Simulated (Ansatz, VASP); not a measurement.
NaI in VASP and in Ansatz

```
Na I
1.0
     0.00000    3.33349    3.28495
     3.33349    0.00000    3.28495
     3.33349    3.33349    0.00000
Na I
1 1
Direct
  0.00000 0.00000 0.00000
  0.50000 0.50000 0.50000
```

Change from the starting cell: strain +0.030 along x and y, +0.015 along z, atoms carried along.

Alike in both runs: task single point; functional PBEsol; k mesh 6 × 6 × 6; occupations gaussian, width 0.05 eV; no spin polarisation.

|  | VASP | Ansatz |
| --- | --- | --- |
| version | VASP 6.6.1 | Ansatz 0.2.0 |
| potentials or method | VASP PAW PBE potentials, release 64 (Na_pv, I), cutoff 520 eV | scalar-relativistic, plane waves, PAW |
| valence electrons in the cell | 14 | 26 |

Ansatz gave:

| Property | Result |
| --- | --- |
| gap on the k mesh at the Fermi level (eV) | 3.33 |
| least direct gap on the mesh (eV) | 3.33 |
| pressure (GPa) | -1.4 |
| traceless stress, the component that is largest in VASP (GPa) | 0.14 |

Question: Which values does VASP return?

Answer: gap on the k mesh at the Fermi level (eV): 3.33; least direct gap on the mesh (eV): 3.33; pressure (GPa): -1.4; traceless stress, the component that is largest in VASP (GPa): 0.15.

VASP's potentials were made for PBE, not for PBEsol. VASP's potentials hold 14 valence electrons a cell and Ansatz's 26, so a difference there can come from the potentials and not from the codes.

Neither program's run includes spin-orbit coupling.
